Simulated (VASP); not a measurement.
Write the native input for VASP 6.6.1 that does the following.

- Task: single point
- Functional: PBEsol
- Potentials or basis: VASP PAW PBE potentials, release 64 (Ir_sv_GW, O)
- Cutoff: 700 eV
- k mesh: 8 × 8 × 12
- Occupations: gaussian, width 0.1 eV
- Spin: no spin polarisation
- Dipole correction: no
- Further INCAR settings: ALGO = Normal; EDIFF = 1e-06; NBANDS = 38

The structure of IrO2 lies in POSCAR:

```
IrO2
1.0
    4.4715486951      0.0000000000      0.0000000000
    0.0000000000      4.4715486951      0.0000000000
    0.0000000000      0.0000000000      3.1535442803
Ir O
2 4
Direct
    0.5000000000      0.5000000000      0.5000000000
    0.0000000000      0.0000000000      0.0000000000
    0.6912179780      0.6912179780      0.0000000000
    0.8087820220      0.1912179780      0.5000000000
    0.3087820220      0.3087820220      0.0000000000
    0.1912179780      0.8087820220      0.5000000000
```

One way to write it, as run:

INCAR

```
PREC = Accurate ; ENCUT = 700
EDIFF = 1E-6 ; ISMEAR = 0
SIGMA = 0.1 ; LREAL = F
LASPH = T ; NELM = 120
ALGO = Normal ; ISIF = 2
LWAVE = F ; LCHARG = F
GGA = PS ; NBANDS = 38
GGA_COMPAT = F
```

KPOINTS

```
Automatic mesh
0
Gamma
  8 8 12
```

Potentials or basis: VASP PAW PBE potentials, release 64 (Ir_sv_GW, O).

Command:

```console
$ cat potpaw_PBE.64/Ir_sv_GW/POTCAR potpaw_PBE.64/O/POTCAR > POTCAR
$ mpirun -np 1 vasp_std > vasp.out
```

Results of the run:

```
Pressure               : -0.3 GPa
Largest force          : 0.008 eV/Å
Band gap on the k mesh : zero (bands 29 and 30 overlap by 1.41 eV)
```

Caveat: the PAW data sets were made with another functional, which shifts forces and pressure a little; spin-orbit coupling is left out, which moves the levels of the heavy elements.

It took 11 min on 1 thread of AMD EPYC 7R43 64-Core Processor (Zen 3), on a shared host, peak memory 0.38 GiB.
